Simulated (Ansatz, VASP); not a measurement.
One calculation of ZnGa2O2, two programs

```xyz
5
Lattice="4.2887 0.0000 0.0000 -2.1443 3.7141 0.0000 0.0000 0.0000 6.2240" Properties=species:S:1:pos:R:3 pbc="T T T"
Zn    0.0000    0.0000    0.0000
Ga    0.0000    2.4761    3.1120
Ga    2.1443    1.2380    3.1120
O     0.0000    0.0000    4.4550
O     0.0000    0.0000    1.7689
```

Alike in both runs: task relaxation of cell and atoms; functional PBE; k mesh 12 × 12 × 6; occupations gaussian, width 0.1 eV; no spin polarisation.

|  | VASP | Ansatz |
| --- | --- | --- |
| version | VASP 6.6.1 | Ansatz 0.2.0 |
| potentials or method | VASP PAW PBE potentials, release 64 (Zn, Ga_d, O), cutoff 600 eV | scalar-relativistic, plane waves, PAW |
| valence electrons in the cell | 50 | 50 |

VASP gave:

```
gap on the k mesh at the Fermi level, each at its own relaxed structure (eV) : none
relaxed volume (Å³/atom)                                                     : 19.84
relaxed cell length with the largest relative difference (Å)                 : 6.245
```

**Question.** Estimate Ansatz's values.

**Answer.** gap on the k mesh at the Fermi level, each at its own relaxed structure (eV): none; relaxed volume (Å³/atom): 19.81; relaxed cell length with the largest relative difference (Å): 6.235.

A gap of «none» marks a metal or a gap that the smearing closes.
